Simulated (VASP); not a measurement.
Wanted: the native input for a VASP 6.6.1 run.

- Task: relaxation of cell and atoms
- Functional: PBEsol
- Potentials or basis: VASP PAW PBE potentials, release 64 (Cd, Te)
- Cutoff: 500 eV
- k mesh: 6 × 6 × 6
- Occupations: fermi-dirac, width 0.03 eV
- Spin: no spin polarisation
- Dipole correction: no
- Further INCAR settings: ALGO = Normal; EDIFF = 1e-07; IBRION = 2; EDIFFG = -0.01; NSW = 100; ISIF = 3

The structure of CdTe lies in POSCAR:

```
CdTe
1.0
    3.6314211873      0.0000000000      0.0000000000
    0.0000000000      3.6314211873      0.0000000000
    0.0000000000      0.0000000000      3.6314211873
Cd Te
1 1
Direct
    0.0000000000      0.0000000000      0.0000000000
    0.5000000000      0.5000000000      0.5000000000
```

The input as run:

INCAR

```
ALGO     = Normal         # electronic algorithm
EDIFF    = 1E-7           # SCF threshold, eV
EDIFFG   = -0.01          # ionic threshold
ENCUT    = 500            # plane-wave cutoff, eV
GGA      = PS             # functional
GGA_COMPAT= F            
IBRION   = 2              # ionic algorithm
ISIF     = 3              # what is computed and relaxed
ISMEAR   = -1             # smearing method
LASPH    = T              # aspherical terms in the spheres
LCHARG   = F              # write CHGCAR
LREAL    = F              # projectors in reciprocal space
LWAVE    = F              # write WAVECAR
NELM     = 120            # most SCF steps
NELMIN   = 4            
NSW      = 100            # ionic steps
PREC     = Accurate       # precision mode
SIGMA    = 0.03           # smearing width, eV
```

KPOINTS

```
k-points
0
Gamma
  6 6 6
```

Potentials or basis: VASP PAW PBE potentials, release 64 (Cd, Te).

Run with:

```sh
$ cat potpaw_PBE.64/Cd/POTCAR potpaw_PBE.64/Te/POTCAR > POTCAR
$ mpirun -np 1 vasp_std > vasp.out
```

Results of the run:

```json
{
  "Relaxed volume": "25.34 Å³/atom",
  "Relaxed cell": "a = 3.701 Å, b = 3.701 Å, c = 3.701 Å, α = 90.00°, β = 90.00°, γ = 90.00°",
  "Space group after relaxing (to 0.05 Å)": "Pm-3m (No. 221)",
  "Energy gained by relaxing": "15.8 meV/atom",
  "Ionic steps": "3",
  "Pressure after relaxing": "0.0 GPa",
  "Band gap on the k mesh": "zero (band 9 reaches 5.81 eV, above the bottom of band 10 at 4.28 eV)"
}
```

Caveat: the PAW data sets were made with another functional, which shifts forces and pressure a little; spin-orbit coupling is left out, which moves the levels of the heavy elements.

It took 19 s on 1 thread of AMD EPYC 9R45 96-Core Processor (Zen 5), on a shared host, peak memory 0.13 GiB.
